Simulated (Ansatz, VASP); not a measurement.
Na2S in VASP and in Ansatz

File POSCAR:

```
Na2S
1.0
    0.0000000000      3.2554324508      3.2554324508
    3.2554324508      0.0000000000      3.2554324508
    3.2554324508      3.2554324508      0.0000000000
S Na
1 2
Direct
    0.0000000000      0.0000000000      0.0000000000
    0.2500000000      0.2500000000      0.2500000000
    0.7500000000      0.7500000000      0.7500000000
```

The input INCAR.step1:

```
PREC = Accurate ; ENCUT = 400
EDIFF = 1E-5 ; ISMEAR = 0
SIGMA = 0.01 ; LREAL = False
LASPH = True ; NELM = 120
ALGO = Normal ; ISIF = 2
LWAVE = True ; LCHARG = False
NBANDS = 17 ; GGA = PE
GGA_COMPAT = False
```

INCAR.step2

```
PREC = Accurate ; ENCUT = 400
EDIFF = 1E-6 ; ISMEAR = 0
SIGMA = 0.01 ; LREAL = False
LASPH = True ; NELM = 120
ALGO = Normal ; ISIF = 2
LWAVE = False ; LCHARG = False
GGA = PE ; LHFCALC = True
AEXX = 0.05 ; PRECFOCK = Normal
NBANDS = 17 ; ISTART = 1
GGA_COMPAT = False
```

KPOINTS

```
Automatic mesh
0
Gamma
  4 4 4
```

Input for Ansatz:

```yaml
crystal:
  lattice:
    - [0.0, 3.2554324508, 3.2554324508]
    - [3.2554324508, 0.0, 3.2554324508]
    - [3.2554324508, 3.2554324508, 0.0]
  atoms:
    - { symbol: S, position: [0.0, 0.0, 0.0] }
    - { symbol: Na, position: [0.25, 0.25, 0.25] }
    - { symbol: Na, position: [0.75, 0.75, 0.75] }
kpoints:
  mp_grid: { grid: [4, 4, 4] }
hamiltonian:
  xc: { exchange: pbe, correlation: pbe, exx: { coeff: 0.05 } }
scf:
  occupations: { method: fixed }
  n_extra_bands: 4
output:
  forces: true
  stress: true
  eigenvalues: true
```

Alike in both runs: task single point; functional PBE-based global hybrid with a share of 0.05 of exact exchange; k mesh 4 × 4 × 4; no spin polarisation.

|  | VASP | Ansatz |
| --- | --- | --- |
| version | VASP 6.6.1 | Ansatz 0.2.0 |
| potentials or method | VASP PAW PBE potentials, release 64 (S, Na_pv) | plane waves |
| plane-wave cutoff (eV) | 400 | 420 |
| occupations | gaussian, width 0.01 eV | fixed |
| valence electrons in the cell | 20 | 24 |

```csv
,VASP,Ansatz,Ansatz less VASP
gap on the k mesh at the Fermi level (eV),2.86,2.86,-0.001
pressure (GPa),0.5,0.7,+0.15
```

VASP's potentials were made for PBE, not for PBE-based global hybrid. VASP's potentials hold 20 valence electrons a cell and Ansatz's 24, so a difference there can come from the potentials and not from the codes. Ansatz's warnings: stress exchange threshold loose, stress scf threshold loose.
